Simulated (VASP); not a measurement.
## MgC2: relaxation of cell and atoms with PBEsol

Crystal: MgC2.

```
Mg C
1.0
     0.00000    2.62000    2.62000
     2.62000    0.00000    2.62000
     2.62000    2.62000    0.00000
Mg C
1 2
Cartesian
  0.0000 0.0000 0.0000
  1.3100 1.3100 1.3100
  3.9300 3.9300 3.9300
```

* Program: VASP 6.6.1
* Task: relaxation of cell and atoms
* Functional: PBEsol
* Potentials or basis: VASP PAW PBE potentials, release 64 (Mg, C)
* Cutoff: 600 eV
* k mesh: 4 × 4 × 4
* Occupations: methfessel-paxton, width 0.01 eV
* Spin: no spin polarisation
* Dipole correction: no
* Further INCAR settings: ALGO = Normal; EDIFF = 1e-07; IBRION = 2; EDIFFG = -0.03; NSW = 80; ISIF = 3

* Relaxed volume: 10.65 Å³/atom
* Relaxed cell: a = 3.562 Å, b = 3.562 Å, c = 3.562 Å, α = 60.00°, β = 60.00°, γ = 60.00°
* Space group after relaxing (to 0.1 Å): Fm-3m (No. 225)
* Energy gained by relaxing: 47.9 meV/atom
* Ionic steps: 2
* Pressure after relaxing: -0.2 GPa
* Band gap on the k mesh: zero (bands 5 and 6 overlap by 0.49 eV)

The path:
| step | energy change (eV) | largest force (eV/Å) | pressure (GPa) | volume (Å³) |
| --- | --- | --- | --- | --- |
| 1 | 0.0000 | 0.0000 | -10.69 | 35.97 |
| 2 | -0.1437 | 0.0000 | -0.25 | 31.96 |

Final structure:
```xyz
3
Lattice="0.0000 2.5189 2.5189 2.5189 0.0000 2.5189 2.5189 2.5189 0.0000" Properties=species:S:1:pos:R:3 pbc="T T T"
Mg    0.0000    2.5189    2.5189
C     1.2594    1.2594    1.2594
C     3.7783    3.7783    3.7783
```

Levels at points of the mesh, in eV from the Fermi level:
```tsv
k point	band 3	band 4	band 5	band 6	band 7	band 8
(0.00, 0.00, 0.00)	-1.72	-1.72	-1.72	2.51	2.51	2.51
(0.50, 0.00, 0.00)	-0.54	-0.54	-0.48	-0.48	0.03	0.33
(0.50, 0.50, 0.00)	-5.71	-3.36	-3.36	3.42	3.42	4.45
```

It took 17 s on 1 thread of Intel(R) Xeon(R) Platinum 8375C CPU @ 2.90GHz (Ice Lake), with other jobs on the host, peak memory 0.16 GiB.

Caveat: the k points lie up to 0.54 Å⁻¹ apart in the final cell; the PAW data sets were made with another functional, which shifts forces and pressure a little.
